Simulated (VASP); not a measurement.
A run of VASP 6.6.1 is set up as follows.

Contents of INCAR:

```
  PREC = Accurate
  ENCUT = 600
  EDIFF = 1E-6
  ISMEAR = 0
  SIGMA = 0.1
  LREAL = False
  LASPH = True
  NELM = 80
  ALGO = Normal
  ISIF = 3
  LWAVE = False
  LCHARG = False
  GGA = PE
  IBRION = 2
  NSW = 100
  EDIFFG = -0.01
```

KPOINTS

```
Automatic mesh
0
Gamma
  6 6 16
```

The input POSCAR:

```
Si5Se
1.0
    8.2530257176      0.0000000000      0.0000000000
   -4.1265128588      7.1473299295      0.0000000000
    0.0000000000      0.0000000000      2.4695488526
Si Se
5 1
Direct
    0.5000000000      0.0000000000      0.5000000000
    0.0000000000      0.5000000000      0.5000000000
    0.5000000000      0.5000000000      0.5000000000
    0.3333333333      0.6666666667      0.5000000000
    0.6666666667      0.3333333333      0.5000000000
    0.0000000000      0.0000000000      0.0000000000
```

Potentials or basis: VASP PAW PBE potentials, release 64 (Si, Se).

Run with:

```console
$ cat potpaw_PBE.64/Si/POTCAR potpaw_PBE.64/Se/POTCAR > POTCAR
$ mpirun -np 1 vasp_std > vasp.out
```

Problem. Predict the space group after relaxing (to 0.1 Å).

Solution. P6/mmm (No. 191).

Problem. Estimate the relaxed volume.

Solution. 24.54 Å³/atom.

Problem. What does it give for the relaxed cell?

Solution. a = 8.298 Å, b = 8.298 Å, c = 2.469 Å, α = 90.00°, β = 90.00°, γ = 120.00°.

Final structure:
```
CELL_PARAMETERS angstrom
8.29844 0.00000 0.00000
-4.14922 7.18666 0.00000
0.00000 0.00000 2.46924
ATOMIC_POSITIONS crystal
Si 0.50000 0.00000 0.50000
Si 0.00000 0.50000 0.50000
Si 0.50000 0.50000 0.50000
Si 0.33333 0.66667 0.50000
Si 0.66667 0.33333 0.50000
Se 0.00000 0.00000 0.00000
```
